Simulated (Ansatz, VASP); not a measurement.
Two plane-wave programs on Sn2PbO3

File INCAR:

```
  PREC = Accurate
  ENCUT = 600
  EDIFF = 1E-6
  ISMEAR = 0
  SIGMA = 0.1
  LREAL = F
  LASPH = T
  NELM = 120
  ALGO = Normal
  ISIF = 2
  LWAVE = F
  LCHARG = F
  GGA = PE
  NBANDS = 72
  GGA_COMPAT = F
```

File KPOINTS:

```
regular mesh
0
Gamma
  4 4 1
```

File POSCAR:

```
Sn2PbO3
1.0
    3.9245761515      0.0000000000      0.0000000000
    0.0000000000      3.9245761515      0.0000000000
    0.0000000000      0.0000000000     15.8854023313
Sn Pb O
4 2 6
Direct
    0.5000000000      0.0000000000      0.5857125227
    0.0000000000      0.5000000000      0.7294613843
    0.0000000000      0.5000000000      0.4142874773
    0.5000000000      0.0000000000      0.2705386157
    0.5000000000      0.0000000000      0.9220086390
    0.0000000000      0.5000000000      0.0779913610
    0.5000000000      0.5000000000      0.6576150703
    1.0000000000      0.0000000000      0.6576150703
    0.5000000000      0.5000000000      0.0000000000
    0.0000000000      0.0000000000      0.0000000000
    1.0000000000      0.0000000000      0.3423849297
    0.5000000000      0.5000000000      0.3423849297
```

Input for Ansatz:

```yaml
crystal:
  lattice:
    - [3.9245761515, 0.0, 0.0]
    - [0.0, 3.9245761515, 0.0]
    - [0.0, 0.0, 15.8854023313]
  atoms:
    - { symbol: Sn, position: [0.5, 0.0, 0.5857125227] }
    - { symbol: Sn, position: [0.0, 0.5, 0.7294613843] }
    - { symbol: Sn, position: [0.0, 0.5, 0.4142874773] }
    - { symbol: Sn, position: [0.5, 0.0, 0.2705386157] }
    - { symbol: Pb, position: [0.5, 0.0, 0.922008639] }
    - { symbol: Pb, position: [0.0, 0.5, 0.077991361] }
    - { symbol: O, position: [0.5, 0.5, 0.6576150703] }
    - { symbol: O, position: [1.0, 0.0, 0.6576150703] }
    - { symbol: O, position: [0.5, 0.5, 0.0] }
    - { symbol: O, position: [0.0, 0.0, 0.0] }
    - { symbol: O, position: [1.0, 0.0, 0.3423849297] }
    - { symbol: O, position: [0.5, 0.5, 0.3423849297] }
basis:
  ecutwfc: 420
kpoints:
  mp_grid: { grid: [4, 4, 1] }
hamiltonian:
  xc: pbe
scf:
  occupations: { method: gaussian, width: 0.1 }
  lower_state_search: "off"
output:
  forces: true
  stress: true
  eigenvalues: true
```

Alike in both runs: task single point; functional PBE; k mesh 4 × 4 × 1; occupations gaussian, width 0.1 eV; no spin polarisation.

|  | VASP | Ansatz |
| --- | --- | --- |
| version | VASP 6.6.1 | Ansatz 0.2.0 |
| potentials or method | VASP PAW PBE potentials, release 64 (Sn_d, Pb_d, O), cutoff 600 eV | scalar-relativistic, plane waves, PAW |
| valence electrons in the cell | 120 | 120 |

|  | VASP | Ansatz | Ansatz less VASP |
| --- | --- | --- | --- |
| gap on the k mesh at the Fermi level (eV) | 0.96 | 0.95 | -0.008 |
| least direct gap on the mesh (eV) | 1.62 | 1.66 | +0.043 |
| pressure (GPa) | 0.1 | 0.0 | -0.08 |
| rms of the force components (eV/Å) | 0.022 | 0.004 | -0.0178 |

Atom by atom the forces differ by 0.025 eV/Å (rms over components). With one functional, cell and mesh, what is left measures potentials, basis and numerics.

Neither program's run includes spin-orbit coupling.
